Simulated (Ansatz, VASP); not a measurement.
Two plane-wave programs on Ta2C

```
Ta C
1.0
     3.11016    0.00000    0.00000
    -1.55508    2.69348    0.00000
     0.00000    0.00000    4.94230
Ta C
2 1
Cartesian
  0.0000 1.7957 1.2532
  1.5551 0.8978 3.6891
  0.0000 0.0000 0.0000
```

Alike in both runs: functional r2SCAN; k mesh 18 × 18 × 8; occupations gaussian, width 0.1 eV; no spin polarisation.

Ansatz relaxed the structure, and its values are those at the end. VASP's run is a single point on that final structure, the one shown.

```csv
,VASP,Ansatz
version,VASP 6.6.1,Ansatz 0.2.0
potentials or method,"VASP PAW PBE potentials, release 64 (Ta_pv, C), cutoff 520 eV","scalar-relativistic, plane waves, PAW"
valence electrons in the cell,26,30
```

Ansatz gave:

- gap on the k mesh at the Fermi level (eV): none
- pressure (GPa): 0.0
- rms of the force components (eV/Å): 0.001

Which values does VASP return?

gap on the k mesh at the Fermi level (eV): none; pressure (GPa): 0.9; rms of the force components (eV/Å): 0.021.

VASP's potentials were made for PBE, not for r2SCAN. A gap of «none» marks a metal or a gap that the smearing closes. VASP's potentials hold 26 valence electrons a cell and Ansatz's 30, so a difference there can come from the potentials and not from the codes.

Spin-orbit coupling is off throughout.
